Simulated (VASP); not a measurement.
# Ba (Fm-3m) in VASP: a series of runs

The runs below take Ba through single point, with PBE.

Program: VASP 6.6.1. These are calculated values, not measurements. Logs are shortened: lines on timing, memory, paths and dates and some standing lists are left out, and cuts for length are marked.

## 1. The cell of the first run

Symmetry: Fm-3m, No. 225, cubic system. The conventional cell has a = 6.325 Å, b = 6.325 Å, c = 6.325 Å, α = 90.00°, β = 90.00°, γ = 90.00°. Within 5.9 Å of Ba (site symmetry m-3m) lie 12 Ba at 4.47 Å.

## 2. Single point, PBE

Contents of INCAR:

```
SYSTEM = Ba
PREC = Accurate ; ENCUT = 520
EDIFF = 1E-7 ; ISMEAR = 0
SIGMA = 0.05 ; LREAL = .FALSE.
LASPH = .TRUE. ; NELM = 100
ALGO = Normal ; ISIF = 2
LWAVE = .FALSE. ; LCHARG = .TRUE.
GGA = PE ; LELF = .TRUE.
LVHAR = .TRUE. ; NBANDS = 11
```

Contents of KPOINTS:

```
Automatic mesh
0
G
  6 6 6
  0 0 0
```

Contents of POSCAR:

```
Ba
1.0
    0.0000000000      3.1624017686      3.1624017686
    3.1624017686      0.0000000000      3.1624017686
    3.1624017686      3.1624017686      0.0000000000
Ba
1
Direct
    0.0000000000      0.0000000000      0.0000000000
```

Potentials or basis: VASP PAW PBE potentials, release 64 (Ba_sv).

Run with:

```
> cat potpaw_PBE.64/Ba_sv/POTCAR > POTCAR
> mpirun -np 1 vasp_std > vasp.out
```

OUTCAR:

```text
SYSTEM = Ba
   PREC = Accurate
   ENCUT = 520
   EDIFF = 1E-7
   ISMEAR = 0
   LREAL = .FALSE.
   LASPH = .TRUE.
   NELM = 100
   ISIF = 2
   GGA = PE

 ion  position               nearest neighbor table
   1  0.000  0.000  0.000-

  LATTYP: Found a face centered cubic cell.
 ALAT       =     6.3248035372

  Lattice vectors:

 A1 = (   0.0000000000,   3.1624017686,   3.1624017686)
 A2 = (   3.1624017686,   0.0000000000,   3.1624017686)
 A3 = (   3.1624017686,   3.1624017686,   0.0000000000)

Analysis of symmetry for initial positions (statically):
=====================================================================
 Subroutine PRICEL returns:
 Original cell was already a primitive cell.

 Routine SETGRP: Setting up the symmetry group for a
 face centered cubic supercell.

 Subroutine GETGRP returns: Found 48 space group operations
 (whereof 48 operations were pure point group operations)
 out of a pool of 48 trial point group operations.

The static configuration has the point symmetry O_h .

Analysis of symmetry for dynamics (positions and initial velocities):
=====================================================================
 Subroutine PRICEL returns:
 Original cell was already a primitive cell.

 Routine SETGRP: Setting up the symmetry group for a
 face centered cubic supercell.

 Subroutine GETGRP returns: Found 48 space group operations
 (whereof 48 operations were pure point group operations)
 out of a pool of 48 trial point group operations.

The dynamic configuration has the point symmetry O_h .

 Subroutine INISYM returns: Found 48 space group operations
 (whereof 48 operations are pure point group operations),
 and found     1 'primitive' translations

----------------------------------------------------------------------------------------

                                     Primitive cell

  volume of cell :      63.2530

  direct lattice vectors                    reciprocal lattice vectors
     0.000000000  3.162401769  3.162401769    -0.158107678  0.158107678  0.158107678
     3.162401769  0.000000000  3.162401769     0.158107678 -0.158107678  0.158107678
     3.162401769  3.162401769  0.000000000     0.158107678  0.158107678 -0.158107678

  length of vectors
     4.472311471  4.472311471  4.472311471     0.273850531  0.273850531  0.273850531

  position of ions in fractional coordinates (direct lattice)
     0.000000000  0.000000000  0.000000000

  ion indices of the primitive-cell ions
   primitive index   ion index
                 1           1

----------------------------------------------------------------------------------------

 KPOINTS: Automatic mesh

Automatic generation of k-mesh.
 Grid dimensions read from file:
 generate k-points for:    6    6    6

 Generating k-lattice:

  Cartesian coordinates                     Fractional coordinates (reciprocal lattice)
    -0.026351280  0.026351280  0.026351280     0.166666667  0.000000000  0.000000000
     0.026351280 -0.026351280  0.026351280     0.000000000  0.166666667  0.000000000
     0.026351280  0.026351280 -0.026351280     0.000000000  0.000000000  0.166666667

  Length of vectors
     0.045641755  0.045641755  0.045641755

  Shift w.r.t. Gamma in fractional coordinates (k-lattice)
     0.000000000  0.000000000  0.000000000

 Subroutine IBZKPT returns following result:
 ===========================================

 Found     16 irreducible k-points:

 Following reciprocal coordinates:
            Coordinates               Weight
  0.000000  0.000000  0.000000      1.000000
  0.166667  0.000000  0.000000      8.000000
  0.333333  0.000000  0.000000      8.000000
  0.500000  0.000000  0.000000      4.000000
  0.166667  0.166667  0.000000      6.000000
  0.333333  0.166667  0.000000     24.000000
[... 8 lines left out ...]
 -0.333333  0.333333  0.166667     24.000000
 -0.333333  0.500000  0.166667     12.000000
   k-points           NKPTS =     16   k-points in BZ     NKDIM =     16   number of bands    NBANDS=     11
   number of dos      NEDOS =    301   number of ions     NIONS =      1
   total plane-waves  NPLWV =  46656
   dimension x,y,z NGX =    36 NGY =   36 NGZ =   36
   dimension x,y,z NGXF=    72 NGYF=   72 NGZF=   72
   ions per type =               1
   NGX,Y,Z   is equivalent  to a cutoff of  13.38, 13.38, 13.38 a.u.
   NGXF,Y,Z  is equivalent  to a cutoff of  26.76, 26.76, 26.76 a.u.
 SYSTEM =  Ba
   PREC   = accura    normal or accurate (medium, high low for compatibility)
   ISTART =      0    job   : 0-new  1-cont  2-samecut
   ICHARG =      2    charge: 1-file 2-atom 10-const
   ISPIN  =      1    spin polarized calculation?
   LNONCOLLINEAR =      F non collinear calculations
   LSORBIT =      F    spin-orbit coupling
   LASPH  =      T    aspherical Exc in radial PAW
   ENCUT  =  520.0 eV  38.22 Ry    6.18 a.u.   8.32  8.32  8.32*2*pi/ulx,y,z
   NELM   =    100;   NELMIN=  2; NELMDL= -5     # of ELM steps
   EDIFF  = 0.1E-06   stopping-criterion for ELM
   LREAL  =      F    real-space projection
   EDIFFG = 0.1E-05   stopping-criterion for IOM
   NSW    =      0    number of steps for IOM
   IBRION =     -1    ionic relax: 0-MD 1-quasi-New 2-CG
   NFREE  =      0    steps in history (QN), initial steepest desc. (CG)
   ISIF   =      2    stress and relaxation
   ISYM   =      2    0-nonsym 1-usesym 2-fastsym
   POTIM  = 0.5000    time-step for ionic-motion
   TEBEG  =    0.0;   TEEND  =   0.0 temperature during run
   PSTRESS=    0.0 pullay stress
   NELECT =      10.0000    total number of electrons
   NUPDOWN=      -1.0000    fix difference up-down
   EMIN   =  10.00;   EMAX   =-10.00  energy-range for DOS
   EFERMI =   0.00;   METHOD = LEGACY
   ISMEAR =     0;   SIGMA  =   0.05  broadening in eV -4-tet -1-fermi 0-gaus
   EFERMI_NEDOS =   21; number of points for ismear=-14 and -15
   IALGO  =     38    algorithm
   IMIX   =      4    mixing-type and parameters
     AMIX     =   0.40;   BMIX     =  1.00
     AMIX_MAG =   1.60;   BMIX_MAG =  1.00
  volume/ion in A,a.u.               =      63.25       426.85
  Fermi-wavevector in a.u.,A,eV,Ry     =   0.885213  1.672810 10.661553  0.783602
  Thomas-Fermi vector in A             =   2.006216
   LORBIT       =      0    0 simple, 1 ext, 2 COOP (PROOUT), +10 PAW based schemes
   GGA     = PE    functional components
   LHFCALC =     F    Hartree Fock is set to
   AEXX    =    0.0000 exact exchange contribution
   IVDW    =     0    specifies the selected vdW correction
   LEPSILON=     F    determine dielectric tensor
   LRPA    =     F    only Hartree local field effects (RPA)
 non-spin polarized calculation
 Gauss-broadening in eV      SIGMA  =   0.05
  energy-cutoff  :      520.00
  volume of cell :       63.25
 maximum number of plane-waves:      1724
 NGX is ok and might be reduce to    36
   NGX = 17   NGY = 17   NGZ = 17

 number of electron      10.0000000 magnetization

 Free energy of the ion-electron system (eV)
  ---------------------------------------------------
  ext. energy  EPLUGINS =         0.00000000
  ---------------------------------------------------
  free energy    TOTEN  =        -1.87009041 eV

  energy without entropy =       -1.86378650  energy(sigma->0) =       -1.86693845

 E-fermi :   1.7779     XC(G=0):  -7.3906

 val. band max:        1.7648086518   @ k =   0.5000   0.3333   0.0000
 cond. band min:       1.8166605887   @ k =  -0.3333   0.3333   0.1667
 fundamental gap:      0.0518519370
 Fermi energy:         1.7778927862

 k-point     1 :       0.0000    0.0000    0.0000
  band No.  band energies     occupation
      1     -27.2165      2.00000
      2     -12.1753      2.00000
      3     -12.1753      2.00000
      4     -12.1753      2.00000
      5      -1.1147      2.00000
      6       3.4457      0.00000
      7       3.4457      0.00000
      8       3.4457      0.00000
      9       5.0054      0.00000
     10       5.0054      0.00000
     11       7.6600      0.00000

 k-point     2 :       0.1667    0.0000    0.0000
  band No.  band energies     occupation
      1     -27.2067      2.00000
      2     -12.2953      2.00000
      3     -12.1905      2.00000
      4     -12.1905      2.00000
      5      -0.6483      2.00000
      6       2.9645      0.00000
      7       3.6211      0.00000
      8       3.6211      0.00000
      9       4.8101      0.00000
     10       4.8101      0.00000
     11       8.3078      0.00000

 k-point     3 :       0.3333    0.0000    0.0000
  band No.  band energies     occupation
      1     -27.1870      2.00000
      2     -12.5225      2.00000
      3     -12.2205      2.00000
      4     -12.2205      2.00000
      5       0.3230      2.00000
      6       2.5345      0.00000
      7       3.4806      0.00000
      8       3.4806      0.00000
      9       5.3984      0.00000
     10       5.3984      0.00000
     11       7.4090      0.00000

 k-point     4 :       0.5000    0.0000    0.0000
  band No.  band energies     occupation
      1     -27.1770      2.00000
      2     -12.6305      2.00000
      3     -12.2354      2.00000
      4     -12.2354      2.00000
      5       0.7185      2.00000
      6       2.7171      0.00000
      7       3.2992      0.00000
      8       3.2992      0.00000
      9       6.1944      0.00000
     10       6.1944      0.00000
     11       7.5091      0.00000
[... 127 lines left out ...]
 k-point    14 :       0.5000    0.3333    0.1667
  band No.  band energies     occupation
      1     -27.1739      2.00000
      2     -12.5162      2.00000
      3     -12.3599      2.00000
      4     -12.2756      2.00000
      5       1.1681      2.00000
      6       2.1271      0.00000
      7       2.5295      0.00000
      8       4.4031      0.00000
      9       5.0930      0.00000
     10       6.6624      0.00000
     11       7.9814      0.00000

 k-point    15 :      -0.3333    0.3333    0.1667
  band No.  band energies     occupation
      1     -27.1673      2.00000
      2     -12.5286      2.00000
      3     -12.4150      2.00000
      4     -12.3012      2.00000
      5       1.8167      0.27285
      6       1.8269      0.16561
      7       2.5767      0.00000
      8       4.1182      0.00000
      9       5.7015      0.00000
     10       7.0525      0.00000
     11       7.0707      0.00000

 k-point    16 :      -0.3333    0.5000    0.1667
  band No.  band energies     occupation
      1     -27.1640      2.00000
      2     -12.5376      2.00000
      3     -12.4062      2.00000
      4     -12.3434      2.00000
      5       1.3511      2.00000
      6       1.9144      0.00011
      7       2.9470      0.00000
      8       4.4031      0.00000
      9       6.5630      0.00000
     10       7.1753      0.00000
     11       7.4221      0.00000

------------------------ aborting loop because EDIFF is reached ----------------------------------------

  FORCE on cell =-STRESS in cart. coord.  units (eV):
  Direction    XX          YY          ZZ          XY          YZ          ZX
  --------------------------------------------------------------------------------------
  -------------------------------------------------------------------------------------
  Total       -0.0172578     -0.0172578     -0.0172578      0.0000000      0.0000000     -0.0000000
  in kB       -0.4371331     -0.4371331     -0.4371331      0.0000000      0.0000000     -0.0000000
  external PRESSURE =      -0.4371331 kB  Pullay stress =       0.0000000 kB

 VOLUME and BASIS-vectors are now :
 -----------------------------------------------------------------------------
  energy-cutoff  :      520.00
  volume of cell :       63.25
      direct lattice vectors                 reciprocal lattice vectors
     0.000000000  3.162401769  3.162401769    -0.158107678  0.158107678  0.158107678
     3.162401769  0.000000000  3.162401769     0.158107678 -0.158107678  0.158107678
     3.162401769  3.162401769  0.000000000     0.158107678  0.158107678 -0.158107678

 POSITION                                       TOTAL-FORCE (eV/Angst)
 -----------------------------------------------------------------------------------
      0.00000      0.00000      0.00000         0.000000     -0.000000     -0.000000
 -----------------------------------------------------------------------------------
    total drift:                               -0.000000      0.000000      0.000000

  FREE ENERGIE OF THE ION-ELECTRON SYSTEM (eV)
  ---------------------------------------------------
  free  energy   TOTEN  =        -1.8700904056 eV

  energy  without entropy=       -1.8637864961  energy(sigma->0) =       -1.86693845
```

Run time: 7.9 s. Hardware: 1 thread of Intel Xeon Platinum 8488C (Sapphire Rapids), shared host; peak memory 0.2 GiB.

What came out:

| Property | Result |
| --- | --- |
| Free energy | -1.8701 eV |
| Pressure | 0.0 GPa |
| Band gap on the k mesh | zero (band 5 reaches 1.82 eV, above the bottom of band 6 at 1.50 eV) |

Levels at points of the mesh, in eV from the Fermi level:
```
           k point  band 3  band 4  band 5  band 6  band 7  band 8
(0.00, 0.00, 0.00)  -13.95  -13.95   -2.89    1.67    1.67    1.67
(0.50, 0.00, 0.00)  -14.01  -14.01   -1.06    0.94    1.52    1.52
(0.50, 0.50, 0.00)  -14.12  -14.12   -0.92   -0.27    1.95    4.43
```

Caveat: spin-orbit coupling is left out, which moves the levels of the heavy elements.

(Continued in part 2 of 2.)
